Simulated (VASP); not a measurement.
A run of VASP 6.6.1 is set up as follows.

File INCAR:

```
SYSTEM = SrAl3O2
  PREC = Accurate
  ENCUT = 520
  EDIFF = 1E-7
  ISMEAR = 0
  SIGMA = 0.1
  LREAL = .FALSE.
  LASPH = .TRUE.
  NELM = 80
  ALGO = Normal
  ISIF = 2
  LWAVE = .FALSE.
  LCHARG = .FALSE.
  GGA = PE
  NBANDS = 24
```

File KPOINTS:

```
regular mesh
0
G
  3 3 6
  0 0 0
```

POSCAR

```
SrAl3O2
1.0
    6.2104935163      0.0000000000      0.0000000000
   -3.1052467581      5.3784451551      0.0000000000
    0.0000000000      0.0000000000      3.1022398835
Sr Al O
1 3 2
Direct
    0.0000000000      0.0000000000      0.5000000000
    0.5000000000      0.0000000000      0.5000000000
    0.0000000000      0.5000000000      0.5000000000
    0.5000000000      0.5000000000      0.5000000000
    0.3333333333      0.6666666667      0.0000000000
    0.6666666667      0.3333333333      0.0000000000
```

Potentials or basis: VASP PAW PBE potentials, release 64 (Sr_sv, Al, O).

Run with:

```sh
$ cat potpaw_PBE.64/Sr_sv/POTCAR potpaw_PBE.64/Al/POTCAR potpaw_PBE.64/O/POTCAR > POTCAR
$ mpirun -np 1 vasp_std > vasp.out
```

Q: What does it give for the pressure?

A: 0.3 GPa.

Stress tensor (GPa, compression positive):
```
0.33 0.00 0.00
0.00 0.33 0.00
0.00 0.00 0.09
```

Caveat: the k points lie up to 0.39 Å⁻¹ apart; an odd number of electrons without spin polarisation forces a metal; a magnetic or distorted state may lie lower.
